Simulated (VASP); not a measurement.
Set up this calculation in VASP 6.6.1, as the native input.

| Quantity | Value |
| --- | --- |
| Task | single point |
| Functional | RPBE |
| Dispersion | D3(BJ) |
| Potentials or basis | VASP PAW PBE potentials, release 64 (Te, Sn_d) |
| Cutoff | 500 eV |
| k mesh | 7 × 7 × 7 |
| Occupations | gaussian, width 0.01 eV |
| Spin | no spin polarisation |
| Dipole correction | no |
| Further INCAR settings | ALGO = Normal; EDIFF = 1e-06; NBANDS = 17 |

The structure of SnTe lies in POSCAR:

```
SnTe
1.0
    0.0000000000      3.1508500000      3.1508500000
    3.1508500000      0.0000000000      3.1508500000
    3.1508500000      3.1508500000      0.0000000000
Te Sn
1 1
Direct
    0.5000000000      0.5000000000      0.5000000000
    0.0000000000      0.0000000000      0.0000000000
```

The input as run:

INCAR

```
PREC = Accurate
ENCUT = 500
EDIFF = 1E-6
ISMEAR = 0
SIGMA = 0.01
LREAL = False
LASPH = True
NELM = 120
ALGO = Normal
ISIF = 2
LWAVE = False
LCHARG = False
GGA = RP
IVDW = 12
NBANDS = 17
GGA_COMPAT = False
```

KPOINTS

```
Automatic mesh
0
Gamma
  7 7 7
```

Potentials or basis: VASP PAW PBE potentials, release 64 (Te, Sn_d).

Launch:

```sh
$ cat potpaw_PBE.64/Te/POTCAR potpaw_PBE.64/Sn_d/POTCAR > POTCAR
$ mpirun -np 1 vasp_std > vasp.out
```

It gave:

| Quantity | Value |
| --- | --- |
| Pressure | -10.4 GPa |
| Dispersion energy per atom | -1.791 eV |

Caveat: the cell stands under tension; the dispersion term is far too large for a dense solid, which distorts pressure and volume; the PAW data sets were made with another functional, which shifts forces and pressure a little.

Run time: 15 s on 1 thread of Intel(R) Xeon(R) Platinum 8259CL CPU @ 2.50GHz (Skylake/Cascade Lake), with other jobs on the host, peak memory 0.19 GiB.
